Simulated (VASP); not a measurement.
Wanted: the native input for a VASP 6.6.1 run.

* Task: single point
* Functional: PBEsol
* Potentials or basis: VASP PAW PBE potentials, release 64 (Sr_sv, Al, Ge_d, H)
* Cutoff: 520 eV
* k mesh: 2 × 2 × 2
* Occupations: gaussian, width 0.1 eV
* Spin: no spin polarisation
* Dipole correction: no
* Further INCAR settings: LREAL = Auto; ALGO = Normal; EDIFF = 1e-07; NBANDS = 104

The structure of Sr4Al8Ge8H (a cell with a defect) lies in POSCAR:

```
Sr4Al8Ge8H
1.0
   -4.2279640000     -7.3230480000      0.0000000000
    6.3419450000     -3.6615240000      0.0000000000
    0.0000000000      0.0000000000      7.4707450000
Sr Al Ge H
4 8 8 1
Direct
    0.7484002697      0.4979980744     -0.0015815022
    0.4991645917     -0.0020828116      0.0037095363
    0.2488458480      0.4986923234     -0.0014290409
   -0.0005445001     -0.0020681552     -0.0123334420
    0.4983486895      0.6668014810      0.3774750711
    0.5017312974      0.3452189924      0.6210788884
    0.2518510176      0.1650711313      0.3763563072
    0.2440563628      0.8356019353      0.6219027687
   -0.0013696984      0.6587471138      0.3758729551
   -0.0002134563      0.3118171971      0.6210126299
    0.7478355613      0.1639203480      0.3764882887
    0.7502863738      0.8334537398      0.6219522953
    0.4973422399      0.6738382446      0.7273399105
    0.4996707526      0.3345563473      0.2720890621
    0.2601389751      0.1681845588      0.7263167194
    0.2465319941      0.8312933013      0.2737412400
   -0.0020094473      0.6554290725      0.7225446726
   -0.0005554375      0.3265685259      0.2723646705
    0.7406830239      0.1662457117      0.7261451167
    0.7506883506      0.8304408698      0.2733282959
    1.0121772572      0.0450439109      0.6537050856
```

These files were run (other wordings do the same):

INCAR

```
SYSTEM = Sr4Al8Ge8H
PREC = Accurate ; ENCUT = 520
EDIFF = 1E-7 ; ISMEAR = 0
SIGMA = 0.1 ; LREAL = Auto
LASPH = .TRUE. ; NELM = 80
ALGO = Normal ; ISIF = 2
LWAVE = .FALSE. ; LCHARG = .FALSE.
GGA = PS ; NBANDS = 104
```

KPOINTS

```
regular mesh
0
G
  2 2 2
  0 0 0
```

Potentials or basis: VASP PAW PBE potentials, release 64 (Sr_sv, Al, Ge_d, H).

Launch:

```console
$ cat potpaw_PBE.64/Sr_sv/POTCAR potpaw_PBE.64/Al/POTCAR potpaw_PBE.64/Ge_d/POTCAR potpaw_PBE.64/H/POTCAR > POTCAR
$ mpirun -np 1 vasp_std > vasp.out
```

It gave:

```json
{
  "Pressure": "-0.8 GPa",
  "Largest force": "0.112 eV/Å",
  "Band gap on the k mesh": "zero (an odd number of electrons rules out a gap without spin polarisation)"
}
```

Caveat: the k points lie up to 0.43 Å⁻¹ apart, too coarse for converged energies and pressures of a metal; the PAW data sets were made with another functional, which shifts forces and pressure a little.

Run time: 19 min on 1 thread of Intel Xeon 8259CL, with other jobs on the host, peak memory 0.61 GiB.
